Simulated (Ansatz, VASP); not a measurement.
**B: VASP beside Ansatz**

INCAR

```
  PREC = Accurate
  ENCUT = 520
  EDIFF = 1E-6
  ISMEAR = -1
  SIGMA = 0.1
  LREAL = F
  LASPH = T
  NELM = 80
  ALGO = Normal
  ISIF = 2
  LWAVE = F
  LCHARG = F
  GGA = PE
  NBANDS = 10
```

KPOINTS

```
Automatic mesh
0
Gamma
  22 22 22
```

POSCAR

```
B
1.0
    0.0000000000      2.1042008060      2.1042008060
    2.1042008060      0.0000000000      2.1042008060
    2.1042008060      2.1042008060      0.0000000000
B
2
Direct
    0.1250000000      0.1250000000      0.1250000000
    0.8750000000      0.8750000000      0.8750000000
```

Input for Ansatz:

```yaml
crystal:
  lattice:
    - [0.0, 2.104200806, 2.104200806]
    - [2.104200806, 0.0, 2.104200806]
    - [2.104200806, 2.104200806, 0.0]
  atoms:
    - { symbol: B, position: [0.125, 0.125, 0.125] }
    - { symbol: B, position: [0.875, 0.875, 0.875] }
hamiltonian:
  xc: pbe
  pseudopotentials:
    kind: paw
    azcp:
      B: "pseudopotentials/B.paw.azcp"
basis:
  ecutwfc: 420
  fft_grid_basis: typed
kpoints:
  mp_grid: { grid: [22, 22, 22], shift: [0, 0, 0] }
magnetization:
  spin_polarized: false
scf:
  occupations: { method: fermi_dirac, width: 0.1 }
output:
  stress: true
```

Alike in both runs: task single point; functional PBE; k mesh 22 × 22 × 22; occupations fermi-dirac, width 0.1 eV; no spin polarisation.

|  | VASP | Ansatz |
| --- | --- | --- |
| version | VASP 6.6.1 | Ansatz 0.2.0 |
| potentials or method | VASP PAW PBE potentials, release 64 (B), cutoff 520 eV | plane waves (420 eV) with PAW, scalar-relativistic |
| valence electrons in the cell | 6 | 6 |

```tsv
	VASP	Ansatz	Ansatz less VASP
pressure (GPa)	-16.4	-16.4	+0.03
```
